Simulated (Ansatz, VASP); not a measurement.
# Two plane-wave programs on GaN

The input INCAR:

```
SYSTEM = GaN
ALGO = Normal
EDIFF = 1E-6
ENCUT = 520
GGA = PE
ISIF = 2
ISMEAR = 0
LASPH = .True.
LCHARG = .True.
LELF = .True.
LREAL = .False.
LVHAR = .True.
LWAVE = .False.
NBANDS = 16
NELM = 80
PREC = Accurate
SIGMA = 0.05
```

Contents of KPOINTS:

```
k-points
0
Gamma
  10 10 10
  0 0 0
```

The input POSCAR:

```
GaN
1.0
    0.0633233671      2.2535006075      2.2535006075
    2.2535006075      0.0633233671      2.2535006075
    2.3168239746      2.3168239746      0.0000000000
Ga N
1 1
Direct
    0.0000000000      0.0000000000      0.0000000000
    0.7500000000      0.7500000000      0.7500000000
```

Input for Ansatz:

```yaml
crystal:
  lattice:
    - [0.0633233671, 2.2535006075, 2.2535006075]
    - [2.2535006075, 0.0633233671, 2.2535006075]
    - [2.3168239746, 2.3168239746, 0.0]
  atoms:
    - { symbol: Ga, position: [0.0, 0.0, 0.0] }
    - { symbol: "N", position: [0.75, 0.75, 0.75] }
basis:
  ecutwfc: 420
kpoints:
  mp_grid: { grid: [10, 10, 10] }
hamiltonian:
  xc: pbe
scf:
  occupations: { method: gaussian, width: 0.05 }
output:
  forces: true
  stress: true
  eigenvalues: true
```

Change from the starting cell: strain +0.0562 x Voigt [0, 0, 0, 0, 0, 1], atoms carried along.

Alike in both runs: task single point; functional PBE; k mesh 10 × 10 × 10; occupations gaussian, width 0.05 eV; no spin polarisation.

|  | VASP | Ansatz |
| --- | --- | --- |
| version | VASP 6.6.1 | Ansatz 0.2.0 |
| potentials or method | VASP PAW PBE potentials, release 64 (Ga_d, N), cutoff 520 eV | scalar-relativistic, plane waves, PAW |
| valence electrons in the cell | 18 | 18 |

```tsv
	VASP	Ansatz	Ansatz less VASP
gap on the k mesh at the Fermi level (eV)	1.56	1.55	-0.007
least direct gap on the mesh (eV)	1.56	1.55	-0.007
pressure (GPa)	5.9	5.8	-0.05
traceless stress, the component that is largest in VASP (GPa)	-10.81	-10.85	-0.036
rms of the force components (eV/Å)	0.278	0.285	+0.0065
```

Atom by atom the forces differ by 0.006 eV/Å (rms over components). The functional is the same, so the differences come from potentials, cutoffs and numerics.
